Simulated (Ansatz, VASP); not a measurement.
# Na in VASP and in Ansatz

File INCAR:

```
SYSTEM = Na
AGGAC = 1.0
AGGAX = 1.0
ALDAC = 0.0
ALDAX = 1.0
ALGO = Normal
EDIFF = 1E-6
ENCUT = 520
GGA = B5
ISIF = 2
ISMEAR = -1
LASPH = .True.
LCHARG = .False.
LREAL = .False.
LWAVE = .False.
NBANDS = 22
NELM = 80
PREC = Accurate
SIGMA = 0.1
```

File KPOINTS:

```
k-points
0
Gamma
  13 13 4
  0 0 0
```

File POSCAR:

```
Na
1.0
    3.8600541118      0.0000000000      0.0000000000
   -1.9300270559      3.3429049208      0.0000000000
    0.0000000000      0.0000000000     12.5163666245
Na
4
Direct
    0.0000000000      1.0000000000      0.0000000000
    0.0000000000      1.0000000000      0.5000000000
    0.3333333333      0.6666666667      0.2500000000
    0.6666666667      0.3333333333      0.7500000000
```

Input for Ansatz:

```yaml
crystal:
  lattice:
    - [3.8600541118, 0.0, 0.0]
    - [-1.9300270559, 3.3429049208, 0.0]
    - [0.0, 0.0, 12.5163666245]
  atoms:
    - { symbol: Na, position: [0.0, 1.0, 0.0] }
    - { symbol: Na, position: [0.0, 1.0, 0.5] }
    - { symbol: Na, position: [0.3333333333, 0.6666666667, 0.25] }
    - { symbol: Na, position: [0.6666666667, 0.3333333333, 0.75] }
hamiltonian:
  xc: blyp
  pseudopotentials:
    kind: paw
    azcp:
      Na: "pseudopotentials/Na.paw.azcp"
basis:
  ecutwfc: 420
  fft_grid_basis: typed
kpoints:
  mp_grid: { grid: [13, 13, 4], shift: [0, 0, 0] }
magnetization:
  spin_polarized: false
scf:
  occupations: { method: fermi_dirac, width: 0.1 }
output:
  stress: true
  write_density: true
  write_potential: true
  elf: true
  volumetric_format: npy
```

Alike in both runs: task single point; functional BLYP; k mesh 13 × 13 × 4; occupations fermi-dirac, width 0.1 eV; no spin polarisation.

```csv
,VASP,Ansatz
version,VASP 6.6.1,Ansatz 0.2.0
potentials or method,"VASP PAW PBE potentials, release 64 (Na_pv), cutoff 520 eV","plane waves (420 eV) with PAW, scalar-relativistic"
valence electrons in the cell,28,36
```

|  | VASP | Ansatz | Ansatz less VASP |
| --- | --- | --- | --- |
| pressure (GPa) | -0.5 | -0.5 | +0.02 |

VASP's potentials were made for PBE, not for BLYP. With one functional, cell and mesh, what is left measures potentials, basis and numerics. VASP's potentials hold 28 valence electrons a cell and Ansatz's 36, so a difference there can come from the potentials and not from the codes.
